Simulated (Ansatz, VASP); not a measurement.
## RbCrP2: VASP beside Ansatz

```
Rb Cr P
1.0
     1.91508    1.10567    7.00650
    -1.91508    1.10567    7.00650
     0.00000   -2.21135    7.00650
Rb Cr P
1 1 2
Direct
  0.00000 0.00000 0.00000
  0.50000 0.50000 0.50000
  0.21250 0.21250 0.21250
  0.78750 0.78750 0.78750
```

Alike in both runs: functional PBE; k mesh 6 × 6 × 6; occupations gaussian, width 0.1 eV; collinear spin.

Ansatz relaxed the structure, and its values are those at the end. VASP's run is a single point on that final structure, the one shown.

|  | VASP | Ansatz |
| --- | --- | --- |
| version | VASP 6.6.1 | Ansatz 0.2.0 |
| potentials or method | VASP PAW PBE potentials, release 64 (Rb_sv, Cr_pv, P), cutoff 520 eV | scalar-relativistic, plane waves, PAW |
| valence electrons in the cell | 31 | 33 |

|  | VASP | Ansatz | Ansatz less VASP |
| --- | --- | --- | --- |
| gap on the k mesh at the Fermi level (eV) | none | none | - |
| pressure (GPa) | -0.1 | -0.1 | +0.01 |
| rms of the force components (eV/Å) | 0.004 | 0.003 | -0.0014 |
| net moment per atom (μB) | 0.54 | 0.53 | -0.001 |
| size of the moment on the site where the two differ most (μB) | 2.34 | 2.16 | -0.182 |

Site moments also hang on the region over which each program counts them. A gap of «none» marks a metal or a gap that the smearing closes. With one functional, cell and mesh, what is left measures potentials, basis and numerics. VASP's potentials hold 31 valence electrons a cell and Ansatz's 33, so a difference there can come from the potentials and not from the codes.
